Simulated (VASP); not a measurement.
# MnO2 (P4_2/mnm) in VASP: further runs

MnO2 is run at these levels: LDA+U, RPBE+U; tasks: single point.

All numbers are computed with VASP 6.6.1; they aren't measurements. Logs are shortened: lines on timing, memory, paths and dates and some standing lists are left out, and cuts for length are marked.

**1. The cell of the first run**

It takes space group P4_2/mnm (No. 136, tetragonal). The conventional cell has a = 4.482 Å, b = 4.482 Å, c = 2.946 Å, α = 90.00°, β = 90.00°, γ = 90.00°. Within 2.6 Å of Mn (site symmetry mmm) lie 6 O at 1.93 Å. O (site symmetry m2m) has 3 Mn at 1.93 Å and 1 O at 2.48 Å within 2.6 Å.

**2. Single point, LDA+U, collinear spin, antiferromagnetic start**

File INCAR:

```
PREC = Accurate
ENCUT = 600
EDIFF = 1E-6
ISMEAR = 0
SIGMA = 0.0615
LREAL = F
LASPH = T
NELM = 200
ALGO = Normal
ISIF = 2
LWAVE = F
LCHARG = F
ISPIN = 2
MAGMOM = 2.5 -2.5 0 0 0 0
LORBIT = 11
LMAXMIX = 4
LDAU = T
LDAUTYPE = 2
LDAUL = 2 -1
LDAUU = 2.34 0
LDAUJ = 0 0
LDAUPRINT = 1
GGA = CA
NBANDS = 38
GGA_COMPAT = F
```

File KPOINTS:

```
Automatic mesh
0
Gamma
  4 4 6
```

File POSCAR:

```
MnO2
1.0
    4.4818854700      0.0000000000      0.0000000000
    0.0000000000      4.4818854700      0.0000000000
    0.0000000000      0.0000000000      2.9461749300
Mn O
2 4
Direct
    0.0000000000      0.0000000000      0.0000000000
    0.5000000000      0.5000000000      0.5000000000
    0.3040000000      0.3040000000      0.0000000000
    0.6960000000      0.6960000000      0.0000000000
    0.8040000000      0.1960000000      0.5000000000
    0.1960000000      0.8040000000      0.5000000000
```

Potentials or basis: VASP PAW LDA potentials, release 64 (Mn_pv, O).

Command:

```console
> cat potpaw_LDA.64/Mn_pv/POTCAR potpaw_LDA.64/O/POTCAR > POTCAR
> mpirun -np 1 vasp_std > vasp.out
```

OUTCAR:

```text
PREC = Accurate
   ENCUT = 600
   EDIFF = 1E-6
   ISMEAR = 0
   LREAL = F
   LASPH = T
   NELM = 200
   ISIF = 2
   ISPIN = 2
   LORBIT = 11
   GGA = CA

 ion  position               nearest neighbor table
   1  0.000  0.000  0.000-   3 1.93   4 1.93   5 1.93   6 1.93   5 1.93   6 1.93
   2  0.500  0.500  0.500-   5 1.93   6 1.93   3 1.93   4 1.93   3 1.93   4 1.93
   3  0.304  0.304  0.000-   1 1.93   2 1.93   2 1.93
   4  0.696  0.696  0.000-   1 1.93   2 1.93   2 1.93
   5  0.804  0.196  0.500-   2 1.93   1 1.93   1 1.93
   6  0.196  0.804  0.500-   2 1.93   1 1.93   1 1.93

  LATTYP: Found a simple tetragonal cell.
 ALAT       =     4.4818854700
 C/A-ratio  =     0.6573516770

  Lattice vectors:

 A1 = (   4.4818854700,   0.0000000000,   0.0000000000)
 A2 = (   0.0000000000,   4.4818854700,   0.0000000000)
 A3 = (   0.0000000000,   0.0000000000,   2.9461749300)

Analysis of symmetry for initial positions (statically):
=====================================================================
 Subroutine PRICEL returns:
 Original cell was already a primitive cell.

 Routine SETGRP: Setting up the symmetry group for a
 simple tetragonal supercell.

 Subroutine GETGRP returns: Found 16 space group operations
 (whereof  8 operations were pure point group operations)
 out of a pool of 16 trial point group operations.

The static configuration has the point symmetry D_2h.
 The point group associated with its full space group is D_4h.

Analysis of symmetry for dynamics (positions and initial velocities):
=====================================================================
 Subroutine PRICEL returns:
 Original cell was already a primitive cell.

 Routine SETGRP: Setting up the symmetry group for a
 simple tetragonal supercell.

 Subroutine GETGRP returns: Found 16 space group operations
 (whereof  8 operations were pure point group operations)
 out of a pool of 16 trial point group operations.

The dynamic configuration has the point symmetry D_2h.
 The point group associated with its full space group is D_4h.

Analysis of structural, dynamic, and magnetic symmetry:
=====================================================================
 Subroutine PRICEL returns:
 Original cell was already a primitive cell.

 Routine SETGRP: Setting up the symmetry group for a
 simple tetragonal supercell.

 Subroutine GETGRP returns: Found 16 space group operations
 (whereof  8 operations were pure point group operations)
 out of a pool of 16 trial point group operations.

The overall configuration has the point symmetry D_2h.
 The point group associated with its full space group is D_4h.

 Subroutine INISYM returns: Found 16 space group operations
 (whereof  8 operations are pure point group operations),
 and found     1 'primitive' translations

----------------------------------------------------------------------------------------

                                     Primitive cell

  volume of cell :      59.1807

  direct lattice vectors                    reciprocal lattice vectors
     4.481885470  0.000000000  0.000000000     0.223120382  0.000000000  0.000000000
     0.000000000  4.481885470  0.000000000     0.000000000  0.223120382  0.000000000
     0.000000000  0.000000000  2.946174930     0.000000000  0.000000000  0.339423158

  length of vectors
     4.481885470  4.481885470  2.946174930     0.223120382  0.223120382  0.339423158

  position of ions in fractional coordinates (direct lattice)
     0.000000000  0.000000000  0.000000000
     0.500000000  0.500000000  0.500000000
     0.304000000  0.304000000  0.000000000
     0.696000000  0.696000000  0.000000000
     0.804000000  0.196000000  0.500000000
     0.196000000  0.804000000  0.500000000

  ion indices of the primitive-cell ions
   primitive index   ion index
                 1           1
                 2           2
                 3           3
[... 107 lines left out ...]
   LEPSILON=     F    determine dielectric tensor
   LRPA    =     F    only Hartree local field effects (RPA)
 spin polarized calculation
 Gauss-broadening in eV      SIGMA  =   0.06
  energy-cutoff  :      600.00
  volume of cell :       59.18
 maximum number of plane-waves:      2024
 NGX is ok and might be reduce to    36
   NGX = 17   NGY = 17   NGZ = 11

 number of electron      49.9999985 magnetization       0.0000000

atom =   1  type =  1  l = 2

 onsite density matrix

spin component  1

  0.6067  0.0000  0.2109  0.0000  0.0000
  0.0000  0.7167  0.0000  0.2350  0.0000
  0.2109  0.0000  0.8178  0.0000 -0.0000
  0.0000  0.2350  0.0000  0.7167  0.0000
  0.0000  0.0000 -0.0000  0.0000  0.9505

spin component  2

  0.2505  0.0000 -0.1084  0.0000 -0.0000
  0.0000  0.2402  0.0000 -0.0924  0.0000
 -0.1084  0.0000  0.1482  0.0000 -0.0000
  0.0000 -0.0924  0.0000  0.2402  0.0000
 -0.0000  0.0000 -0.0000  0.0000  0.1712

 occupancies and eigenvectors

  o =  0.0795  v =  0.0000  0.0000  0.0000  0.0000  0.0000 -0.5352 -0.0000 -0.8447  0.0000 -0.0000      0.0000  0.0000  0.0000  0.0000  0.0000  0.0000  0.0000  0.0000  0.0000  0.0000
  o =  0.1477  v =  0.0000  0.0000  0.0000  0.0000  0.0000  0.0000 -0.7071  0.0000 -0.7071  0.0000      0.0000  0.0000  0.0000  0.0000  0.0000  0.0000  0.0000  0.0000  0.0000  0.0000
  o =  0.1712  v =  0.0000  0.0000  0.0000  0.0000  0.0000 -0.0000  0.0000 -0.0000  0.0000  1.0000      0.0000  0.0000  0.0000  0.0000  0.0000  0.0000  0.0000  0.0000  0.0000  0.0000
  o =  0.3192  v =  0.0000  0.0000  0.0000  0.0000  0.0000 -0.8447 -0.0000  0.5352  0.0000 -0.0000      0.0000  0.0000  0.0000  0.0000  0.0000  0.0000  0.0000  0.0000  0.0000  0.0000
  o =  0.3326  v =  0.0000  0.0000  0.0000  0.0000  0.0000  0.0000 -0.7071  0.0000  0.7071  0.0000      0.0000  0.0000  0.0000  0.0000  0.0000  0.0000  0.0000  0.0000  0.0000  0.0000
  o =  0.4764  v = -0.8508  0.0000  0.5255  0.0000  0.0000  0.0000  0.0000  0.0000  0.0000  0.0000      0.0000  0.0000  0.0000  0.0000  0.0000  0.0000  0.0000  0.0000  0.0000  0.0000
  o =  0.4816  v =  0.0000 -0.7071  0.0000  0.7071 -0.0000  0.0000  0.0000  0.0000  0.0000  0.0000      0.0000  0.0000  0.0000  0.0000  0.0000  0.0000  0.0000  0.0000  0.0000  0.0000
  o =  0.9481  v = -0.5255  0.0000 -0.8508  0.0000 -0.0000  0.0000  0.0000  0.0000  0.0000  0.0000      0.0000  0.0000  0.0000  0.0000  0.0000  0.0000  0.0000  0.0000  0.0000  0.0000
  o =  0.9505  v =  0.0000  0.0000  0.0000  0.0000 -1.0000  0.0000  0.0000  0.0000  0.0000  0.0000      0.0000  0.0000  0.0000  0.0000  0.0000  0.0000  0.0000  0.0000  0.0000  0.0000
  o =  0.9517  v =  0.0000 -0.7071  0.0000 -0.7071 -0.0000  0.0000  0.0000  0.0000  0.0000  0.0000      0.0000  0.0000  0.0000  0.0000  0.0000  0.0000  0.0000  0.0000  0.0000  0.0000

atom =   2  type =  1  l = 2

 onsite density matrix

spin component  1

  0.2505  0.0000  0.1084  0.0000  0.0000
  0.0000  0.2402  0.0000  0.0924  0.0000
  0.1084  0.0000  0.1482  0.0000  0.0000
  0.0000  0.0924  0.0000  0.2402  0.0000
  0.0000  0.0000  0.0000  0.0000  0.1712

spin component  2

  0.6067  0.0000 -0.2109  0.0000 -0.0000
  0.0000  0.7167  0.0000 -0.2350  0.0000
 -0.2109  0.0000  0.8178  0.0000  0.0000
  0.0000 -0.2350  0.0000  0.7167  0.0000
 -0.0000  0.0000  0.0000  0.0000  0.9505

 occupancies and eigenvectors

  o =  0.0795  v = -0.5352 -0.0000  0.8447  0.0000 -0.0000  0.0000  0.0000  0.0000  0.0000  0.0000      0.0000  0.0000  0.0000  0.0000  0.0000  0.0000  0.0000  0.0000  0.0000  0.0000
  o =  0.1477  v = -0.0000  0.7071  0.0000 -0.7071  0.0000  0.0000  0.0000  0.0000  0.0000  0.0000      0.0000  0.0000  0.0000  0.0000  0.0000  0.0000  0.0000  0.0000  0.0000  0.0000
  o =  0.1712  v = -0.0000 -0.0000  0.0000  0.0000  1.0000  0.0000  0.0000  0.0000  0.0000  0.0000      0.0000  0.0000  0.0000  0.0000  0.0000  0.0000  0.0000  0.0000  0.0000  0.0000
  o =  0.3192  v = -0.8447 -0.0000 -0.5352 -0.0000 -0.0000  0.0000  0.0000  0.0000  0.0000  0.0000      0.0000  0.0000  0.0000  0.0000  0.0000  0.0000  0.0000  0.0000  0.0000  0.0000
  o =  0.3326  v = -0.0000  0.7071 -0.0000  0.7071 -0.0000  0.0000  0.0000  0.0000  0.0000  0.0000      0.0000  0.0000  0.0000  0.0000  0.0000  0.0000  0.0000  0.0000  0.0000  0.0000
  o =  0.4764  v =  0.0000  0.0000  0.0000  0.0000  0.0000  0.8508 -0.0000  0.5255 -0.0000  0.0000      0.0000  0.0000  0.0000  0.0000  0.0000  0.0000  0.0000  0.0000  0.0000  0.0000
  o =  0.4816  v =  0.0000  0.0000  0.0000  0.0000  0.0000  0.0000  0.7071  0.0000  0.7071 -0.0000      0.0000  0.0000  0.0000  0.0000  0.0000  0.0000  0.0000  0.0000  0.0000  0.0000
  o =  0.9481  v =  0.0000  0.0000  0.0000  0.0000  0.0000 -0.5255 -0.0000  0.8508  0.0000 -0.0000      0.0000  0.0000  0.0000  0.0000  0.0000  0.0000  0.0000  0.0000  0.0000  0.0000
  o =  0.9505  v =  0.0000  0.0000  0.0000  0.0000  0.0000 -0.0000 -0.0000  0.0000  0.0000  1.0000      0.0000  0.0000  0.0000  0.0000  0.0000  0.0000  0.0000  0.0000  0.0000  0.0000
  o =  0.9517  v =  0.0000  0.0000  0.0000  0.0000  0.0000  0.0000 -0.7071 -0.0000  0.7071 -0.0000      0.0000  0.0000  0.0000  0.0000  0.0000  0.0000  0.0000  0.0000  0.0000  0.0000

 number of electron      49.9999985 magnetization      -0.0000000

 Free energy of the ion-electron system (eV)
  ---------------------------------------------------
  ext. energy  EPLUGINS =         0.00000000
  ---------------------------------------------------
  free energy    TOTEN  =       -49.08596781 eV

  energy without entropy =      -49.08499681  energy(sigma->0) =      -49.08548231

 E-fermi :   4.1336     XC(G=0): -12.2694

 val. band max:        4.0560923700   @ k =   0.0000   0.0000   0.0000
 cond. band min:       4.1371100180   @ k =   0.5000   0.5000   0.0000
 fundamental gap:      0.0810176480
 Fermi energy:         4.1335856202

 spin component 1

 k-point     1 :       0.0000    0.0000    0.0000
  band No.  band energies     occupation
      1     -46.0707      1.00000
      2     -45.9862      1.00000
      3     -45.9103      1.00000
      4     -43.2111      1.00000
      5     -43.1178      1.00000
      6     -43.1010      1.00000
[... 949 lines left out ...]
     36      16.9678      0.00000
     37      18.6618      0.00000
 Fermi energy:         4.1335856202

 spin component 2

 k-point     1 :       0.0000    0.0000    0.0000
  band No.  band energies     occupation
      1     -46.0707      1.00000
      2     -45.9862      1.00000
      3     -45.9103      1.00000
      4     -43.2111      1.00000
      5     -43.1178      1.00000
      6     -43.1010      1.00000
[... 949 lines left out ...]
     36      16.9678      0.00000
     37      18.6618      0.00000
 [bands above 37 left out]

------------------------ aborting loop because EDIFF is reached ----------------------------------------

  FORCE on cell =-STRESS in cart. coord.  units (eV):
  Direction    XX          YY          ZZ          XY          YZ          ZX
  --------------------------------------------------------------------------------------
  -------------------------------------------------------------------------------------
  Total       -7.7631614     -7.7631614     -9.7732434      0.0000000      0.0000000      0.0000000
  in kB     -210.1692415   -210.1692415   -264.5874600      0.0000000      0.0000000      0.0000000
  external PRESSURE =    -228.3086477 kB  Pullay stress =       0.0000000 kB

 VOLUME and BASIS-vectors are now :
 -----------------------------------------------------------------------------
  energy-cutoff  :      600.00
  volume of cell :       59.18
      direct lattice vectors                 reciprocal lattice vectors
     4.481885470  0.000000000  0.000000000     0.223120382  0.000000000  0.000000000
     0.000000000  4.481885470  0.000000000     0.000000000  0.223120382  0.000000000
     0.000000000  0.000000000  2.946174930     0.000000000  0.000000000  0.339423158

 POSITION                                       TOTAL-FORCE (eV/Angst)
 -----------------------------------------------------------------------------------
      0.00000      0.00000      0.00000        -0.000000      0.000000      0.000000
      2.24094      2.24094      1.47309        -0.000000      0.000000      0.000000
      1.36249      1.36249      0.00000         0.298666      0.298666     -0.000000
      3.11939      3.11939      0.00000        -0.298666     -0.298666      0.000000
      3.60344      0.87845      1.47309         0.298666     -0.298666      0.000000
      0.87845      3.60344      1.47309        -0.298666      0.298666      0.000000
 -----------------------------------------------------------------------------------
    total drift:                                0.000000      0.000000      0.000000

  FREE ENERGIE OF THE ION-ELECTRON SYSTEM (eV)
  ---------------------------------------------------
  free  energy   TOTEN  =       -49.0859678075 eV

  energy  without entropy=      -49.0849968095  energy(sigma->0) =      -49.08548231

 total charge

# of ion       s       p       d       tot
------------------------------------------
    1        0.334   6.421   4.827  11.582
    2        0.334   6.421   4.827  11.582
    3        1.550   3.410   0.000   4.961
    4        1.550   3.410   0.000   4.961
    5        1.550   3.410   0.000   4.961
    6        1.550   3.410   0.000   4.961
--------------------------------------------------
tot          6.869  26.483   9.654  43.006

 magnetization (x)

# of ion       s       p       d       tot
------------------------------------------
    1        0.013   0.020   2.757   2.790
    2       -0.013  -0.020  -2.757  -2.790
    3       -0.001  -0.020   0.000  -0.021
    4       -0.001  -0.020   0.000  -0.021
    5        0.001   0.020   0.000   0.021
    6        0.001   0.020   0.000   0.021
--------------------------------------------------
tot          0.000   0.000   0.000   0.000
```

Wall time 1.8 min (1 thread of Intel Xeon 6975P-C, shared host); peak memory 0.22 GiB.

Results:

- Free energy: -49.0860 eV
- Pressure: -22.8 GPa
- Largest force: 0.422 eV/Å
- Band gap on the k mesh: zero (filled and empty bands touch)
- Net moment: 0.00 μB per cell
- Site moments: Mn +2.79, -2.79; O -0.02, +0.02 μB
- Valence electrons inside the program's atomic spheres: Mn 11.58; O 4.96

Forces in eV/Å, atoms in the order of the input:
```
Mn   0.000  0.000  0.000
Mn   0.000  0.000  0.000
O    0.299  0.299  0.000
O   -0.299 -0.299  0.000
O    0.299 -0.299  0.000
O   -0.299  0.299  0.000
```

Stress tensor (GPa, compression positive):
```
-21.02   0.00   0.00
  0.00 -21.02   0.00
  0.00   0.00 -26.46
```

Levels at points of the mesh, in eV from the Fermi level:
Spin up:
```
           k point  band 21  band 22  band 23  band 24  band 25  band 26  band 27  band 28  band 29  band 30
(0.00, 0.00, 0.00)    -2.02    -1.31    -0.73    -0.68    -0.08     0.00     0.78     1.52     2.38     3.04
(0.50, 0.00, 0.00)    -2.40    -1.48    -1.25    -0.97    -0.72     1.44     1.73     2.10     2.26     2.30
(0.50, 0.50, 0.00)    -2.19    -2.16    -1.68    -1.66     0.00     0.05     0.76     2.21     2.58     3.03
(0.00, 0.00, 0.50)    -2.74    -2.65    -1.99    -0.98    -0.24     1.24     1.47     1.76     1.88     2.52
(0.50, 0.00, 0.50)    -2.88    -1.76    -1.35    -1.23    -1.19     0.57     1.17     1.79     1.92     2.33
(0.50, 0.50, 0.50)    -2.26    -1.58    -1.08    -0.60    -0.59     1.49     1.58     1.84     1.89     2.02
```
Spin down:
```tsv
k point	band 21	band 22	band 23	band 24	band 25	band 26	band 27	band 28	band 29	band 30
(0.00, 0.00, 0.00)	-2.02	-1.31	-0.73	-0.68	-0.08	0.00	0.78	1.52	2.38	3.04
(0.50, 0.00, 0.00)	-2.40	-1.48	-1.25	-0.97	-0.72	1.44	1.73	2.10	2.26	2.30
(0.50, 0.50, 0.00)	-2.19	-2.16	-1.68	-1.66	0.00	0.05	0.76	2.21	2.58	3.03
(0.00, 0.00, 0.50)	-2.74	-2.65	-1.99	-0.98	-0.24	1.24	1.47	1.76	1.88	2.52
(0.50, 0.00, 0.50)	-2.88	-1.76	-1.35	-1.23	-1.19	0.57	1.17	1.79	1.92	2.33
(0.50, 0.50, 0.50)	-2.26	-1.58	-1.08	-0.60	-0.59	1.49	1.58	1.84	1.89	2.02
```

Eigenvalues of the final occupation matrices:
| site | spin | trace | eigenvalues |
| --- | --- | --- | --- |
| site 1 d | 1 | 3.81 | 0.48 0.48 0.95 0.95 0.95 |
| site 1 d | 2 | 1.05 | 0.08 0.15 0.17 0.32 0.33 |
| site 2 d | 1 | 1.05 | 0.08 0.15 0.17 0.32 0.33 |
| site 2 d | 2 | 3.81 | 0.48 0.48 0.95 0.95 0.95 |

The state reached can hang on the start; a lower one may exist.

**3. Single point, LDA+U, collinear spin, antiferromagnetic start**

File INCAR:

```
SYSTEM = MnO2
ALGO = Normal
EDIFF = 1E-6
ENCUT = 600
GGA_COMPAT = .False.
ISIF = 2
ISMEAR = 0
ISPIN = 2
LASPH = .True.
LCHARG = .False.
LDAU = .True.
LDAUJ = 0 0
LDAUL = 2 -1
LDAUPRINT = 1
LDAUTYPE = 2
LDAUU = 2.34 0
LMAXMIX = 4
LORBIT = 11
LREAL = .False.
LWAVE = .False.
MAGMOM = 2.5 -2.5 0 0 0 0
NBANDS = 38
NELM = 200
PREC = Accurate
SIGMA = 0.0615
```

File KPOINTS:

```
k-points
0
Gamma
  4 4 6
  0 0 0
```

POSCAR is that of step 2.

Potentials or basis: VASP PAW LDA potentials, release 64 (Mn_pv, O).

Command:

```console
> cat potpaw_LDA.64/Mn_pv/POTCAR potpaw_LDA.64/O/POTCAR > POTCAR
> mpirun -np 1 vasp_std > vasp.out
```

Wall time 1.9 min (1 thread of Intel Xeon 6975P-C, shared host); peak memory 0.22 GiB.

It converged, with:

```yaml
Free_energy: -49.0860 eV
Pressure: -22.8 GPa
Largest_force: 0.422 eV/Å
Band_gap_on_the_k_mesh: zero (filled and empty bands touch)
Net_moment: 0.00 μB per cell
Site_moments: Mn +2.79, -2.79; O -0.02, +0.02 μB
Valence_electrons_inside_the_program's_atomic_spheres: Mn 11.58; O 4.96
```

Forces on the atoms (eV/Å):
```
Mn   0.000  0.000  0.000
Mn   0.000  0.000  0.000
O    0.299  0.299  0.000
O   -0.299 -0.299  0.000
O    0.299 -0.299  0.000
O   -0.299  0.299  0.000
```

Stress tensor (GPa, compression positive):
```
-21.02   0.00   0.00
  0.00 -21.02   0.00
  0.00   0.00 -26.46
```

Levels at points of the mesh, in eV from the Fermi level:
Spin up:
| k point | band 21 | band 22 | band 23 | band 24 | band 25 | band 26 | band 27 | band 28 | band 29 | band 30 |
| --- | --- | --- | --- | --- | --- | --- | --- | --- | --- | --- |
| (0.00, 0.00, 0.00) | -2.02 | -1.31 | -0.73 | -0.68 | -0.08 | 0.00 | 0.78 | 1.52 | 2.38 | 3.04 |
| (0.50, 0.00, 0.00) | -2.40 | -1.48 | -1.25 | -0.97 | -0.72 | 1.44 | 1.73 | 2.10 | 2.26 | 2.30 |
| (0.50, 0.50, 0.00) | -2.19 | -2.16 | -1.68 | -1.66 | 0.00 | 0.05 | 0.76 | 2.21 | 2.58 | 3.03 |
| (0.00, 0.00, 0.50) | -2.74 | -2.65 | -1.99 | -0.98 | -0.24 | 1.24 | 1.47 | 1.76 | 1.88 | 2.52 |
| (0.50, 0.00, 0.50) | -2.88 | -1.76 | -1.35 | -1.23 | -1.19 | 0.57 | 1.17 | 1.79 | 1.92 | 2.33 |
| (0.50, 0.50, 0.50) | -2.26 | -1.58 | -1.08 | -0.60 | -0.59 | 1.49 | 1.58 | 1.84 | 1.89 | 2.02 |
Spin down:
```tsv
k point	band 23	band 24	band 25	band 26	band 27	band 28
(0.00, 0.00, 0.00)	-0.73	-0.68	-0.08	0.00	0.78	1.52
(0.50, 0.00, 0.00)	-1.25	-0.97	-0.72	1.44	1.73	2.10
(0.50, 0.50, 0.00)	-1.68	-1.66	0.00	0.05	0.76	2.21
(0.00, 0.00, 0.50)	-1.99	-0.98	-0.24	1.24	1.47	1.76
(0.50, 0.00, 0.50)	-1.35	-1.23	-1.19	0.57	1.17	1.79
(0.50, 0.50, 0.50)	-1.08	-0.60	-0.59	1.49	1.58	1.84
```

Eigenvalues of the final occupation matrices:
| site | spin | trace | eigenvalues |
| --- | --- | --- | --- |
| site 1 d | 1 | 3.81 | 0.48 0.48 0.95 0.95 0.95 |
| site 1 d | 2 | 1.05 | 0.08 0.15 0.17 0.32 0.33 |
| site 2 d | 1 | 1.05 | 0.08 0.15 0.17 0.32 0.33 |
| site 2 d | 2 | 3.81 | 0.48 0.48 0.95 0.95 0.95 |

The state reached can hang on the start; a lower one may exist.

(Part 1 of 2 ends here.)
